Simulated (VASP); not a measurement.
A run of VASP 6.6.1 is set up as follows.

File INCAR:

```
SYSTEM = Cd
PREC = Accurate ; ENCUT = 520
EDIFF = 1E-6 ; ISMEAR = 1
SIGMA = 0.1 ; LREAL = .FALSE.
LASPH = .TRUE. ; NELM = 80
ALGO = Normal ; ISIF = 2
LWAVE = .FALSE. ; LCHARG = .TRUE.
GGA = PS ; LELF = .TRUE.
LVHAR = .TRUE. ; NBANDS = 32
```

File KPOINTS:

```
Automatic mesh
0
G
  5 5 5
  0 0 0
```

The input POSCAR:

```
Cd
1.0
    4.3778022670      0.0000000000      0.0000000000
    0.0000000000      4.3778022670      0.0000000000
    0.0000000000      0.0000000000      4.3778022670
Cd
4
Direct
    0.0000000000      0.0000000000      0.0000000000
    0.0000000000      0.5000000000      0.5000000000
    0.5000000000      0.0000000000      0.5000000000
    0.5000000000      0.5000000000      0.0000000000
```

Potentials or basis: VASP PAW PBE potentials, release 64 (Cd).

Run with:

```console
$ cat potpaw_PBE.64/Cd/POTCAR > POTCAR
$ mpirun -np 1 vasp_std > vasp.out
```

(1) Estimate the pressure.

(2) Estimate the band gap on the k mesh.

Answers

(1) 0.3 GPa.

(2) zero (band 24 reaches 4.05 eV, above the bottom of band 25 at 2.38 eV).

Caveat: the PAW data sets were made with another functional, which shifts forces and pressure a little.
